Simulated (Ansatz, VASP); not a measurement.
**Two plane-wave programs on RbCaBr3**

```
CELL_PARAMETERS angstrom
5.65064 0.00000 0.00000
0.00000 5.65064 0.00000
0.00000 0.00000 5.90879
ATOMIC_POSITIONS crystal
Rb 0.50000 0.50000 0.50000
Ca 0.00000 0.00000 0.00000
Br 0.50000 0.00000 0.00000
Br 0.00000 0.50000 0.00000
Br 0.00000 0.00000 0.50000
```

Change from the starting cell: strain -0.015 along x and y, +0.030 along z, atoms carried along.

Alike in both runs: task single point; functional LDA; k mesh 4 × 4 × 4; occupations gaussian, width 0.05 eV; no spin polarisation.

|  | VASP | Ansatz |
| --- | --- | --- |
| version | VASP 6.6.1 | Ansatz 0.2.0 |
| potentials or method | VASP PAW LDA potentials, release 64 (Rb_sv, Ca_sv, Br), cutoff 520 eV | scalar-relativistic, plane waves, PAW |
| valence electrons in the cell | 40 | 40 |

Ansatz gave:

- gap on the k mesh at the Fermi level (eV): 3.62
- least direct gap on the mesh (eV): 3.96
- pressure (GPa): -2.4
- traceless stress, the component that is largest in VASP (GPa): -0.82

Task: Which values does VASP return?

Result: gap on the k mesh at the Fermi level (eV): 3.63; least direct gap on the mesh (eV): 3.97; pressure (GPa): -2.3; traceless stress, the component that is largest in VASP (GPa): -0.84.

LDA's correlation is that of Perdew and Zunger in VASP and of Perdew and Wang (1992) in Ansatz.
